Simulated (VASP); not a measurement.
Crystal: S.

```
S
1.0
     4.41156    0.00000    0.00000
    -2.20578    3.82053    0.00000
     0.00000    0.00000    5.01354
S
3
Direct
  0.21700 0.00000 0.16667
  0.00000 0.21700 0.83333
  0.78300 0.78300 0.50000
```

```yaml
Program: VASP 6.6.1
Task: relaxation of cell and atoms
Functional: PBE
Potentials_or_basis: VASP PAW PBE potentials, release 64 (S)
Cutoff: 600 eV
k_mesh: 6 × 6 × 4
Occupations: gaussian, width 0.1 eV
Spin: no spin polarisation
```

At the start: pressure -10.0 GPa; volume 28.17 Å³/atom.

Task: How do energy, volume and symmetry change on relaxing?

Result: Over 20 steps the energy falls by 387.1 meV/atom and the volume is 31.45 Å³/atom (+11.7 %); space group P3_221 (No. 154, to 0.05 Å).

Step by step:
| step | energy change (eV) | largest force (eV/Å) | pressure (GPa) | volume (Å³) |
| --- | --- | --- | --- | --- |
| 1 | 0.0000 | 2.3924 | -10.02 | 84.50 |
| 2 | -0.7477 | 1.9171 | 10.68 | 64.61 |
| 3 | -1.0043 | 0.1759 | 0.52 | 70.14 |
| 4 | -1.0049 | 0.0967 | 0.90 | 69.87 |
| 5 | -1.0303 | 0.1013 | 1.06 | 70.89 |
| 6 | -1.0732 | 0.0788 | 1.73 | 73.89 |
| 7 | -1.0930 | 0.3261 | 0.43 | 76.54 |
| 8 | -1.0989 | 0.5569 | -0.70 | 79.22 |
| 9 | -1.1091 | 0.5073 | -0.71 | 80.50 |
| 10 | -1.1328 | 0.3336 | -0.65 | 84.41 |
| 11 | -1.1473 | 0.1157 | -0.22 | 92.57 |
| 12 | -1.1481 | 0.0387 | -0.29 | 91.17 |
| 13 | -1.1540 | 0.1119 | 0.09 | 91.58 |
| 14 | -1.1565 | 0.2127 | 0.60 | 92.08 |
| 15 | -1.1603 | 0.0254 | 0.26 | 93.21 |
| 16 | -1.1605 | 0.0309 | 0.15 | 93.56 |
| 17 | -1.1608 | 0.0433 | 0.07 | 93.81 |
| 18 | -1.1610 | 0.0709 | -0.10 | 94.37 |
| 19 | -1.1610 | 0.0644 | -0.06 | 94.24 |
| 20 | -1.1612 | 0.0380 | -0.02 | 94.35 |

Final structure:
```yaml
crystal:
  lattice:
    - [4.96926, 0.00000, 0.00000]
    - [-2.48463, 4.30351, 0.00000]
    - [0.00000, 0.00000, 4.41175]
  atoms:
    - { symbol: S, position: [0.17007, 0.00000, 0.16667] }
    - { symbol: S, position: [0.00000, 0.17007, 0.83333] }
    - { symbol: S, position: [0.82993, 0.82993, 0.50000] }
```
